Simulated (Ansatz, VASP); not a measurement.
# One calculation of WS2, two programs

```
CELL_PARAMETERS angstrom
3.11475 0.00000 0.00000
-1.55737 2.69745 0.00000
0.00000 0.00000 11.77186
ATOMIC_POSITIONS crystal
W 0.33333 0.66667 0.25000
W 0.66667 0.33333 0.75000
S 0.33333 0.66667 0.61645
S 0.66667 0.33333 0.11645
S 0.33333 0.66667 0.88355
S 0.66667 0.33333 0.38355
```

Alike in both runs: functional PBEsol; dispersion D3(BJ); k mesh 12 × 12 × 4; occupations gaussian, width 0.02 eV; no spin polarisation.

Ansatz relaxed the structure, and its values are those at the end. VASP's run is a single point on that final structure, the one shown.

|  | VASP | Ansatz |
| --- | --- | --- |
| version | VASP 6.6.1 | Ansatz 0.2.0 |
| potentials or method | VASP PAW PBE potentials, release 64 (W_sv, S), cutoff 520 eV | scalar-relativistic, plane waves, PAW |
| valence electrons in the cell | 52 | 52 |

|  | VASP | Ansatz | Ansatz less VASP |
| --- | --- | --- | --- |
| gap on the k mesh at the Fermi level (eV) | 0.68 | 0.66 | -0.021 |
| least direct gap on the mesh (eV) | 1.93 | 1.92 | -0.004 |
| pressure (GPa) | 0.1 | 0.0 | -0.13 |
| rms of the force components (eV/Å) | 0.009 | 0.000 | -0.0092 |

VASP's potentials were made for PBE, not for PBEsol.

Neither program's run includes spin-orbit coupling.
